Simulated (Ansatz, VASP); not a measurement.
**Two plane-wave programs on CdTe**

```
CELL_PARAMETERS angstrom
0.00000 3.09227 3.21910
3.21910 0.00000 3.21910
3.21910 3.09227 0.00000
ATOMIC_POSITIONS crystal
Cd 0.00000 0.00000 0.00000
Te 0.75000 0.75000 0.75000
```

Alike in both runs: task single point; functional LDA; k mesh 8 × 8 × 8; occupations gaussian, width 0.05 eV; no spin polarisation.

|  | VASP | Ansatz |
| --- | --- | --- |
| version | VASP 6.6.1 | Ansatz 0.2.0 |
| potentials or method | VASP PAW LDA potentials, release 64 (Cd, Te), cutoff 520 eV | scalar-relativistic, plane waves, PAW |
| valence electrons in the cell | 18 | 36 |

Ansatz gave:

```
gap on the k mesh at the Fermi level (eV)                     : 0.60
least direct gap on the mesh (eV)                             : 0.60
pressure (GPa)                                                : 1.3
traceless stress, the component that is largest in VASP (GPa) : 0.43
```

Question: Which values does VASP return?

Answer: gap on the k mesh at the Fermi level (eV): 0.65; least direct gap on the mesh (eV): 0.65; pressure (GPa): 1.6; traceless stress, the component that is largest in VASP (GPa): 0.42.

LDA's correlation is that of Perdew and Zunger in VASP and of Perdew and Wang (1992) in Ansatz. VASP's potentials hold 18 valence electrons a cell and Ansatz's 36, so a difference there can come from the potentials and not from the codes.

Neither program's run includes spin-orbit coupling.
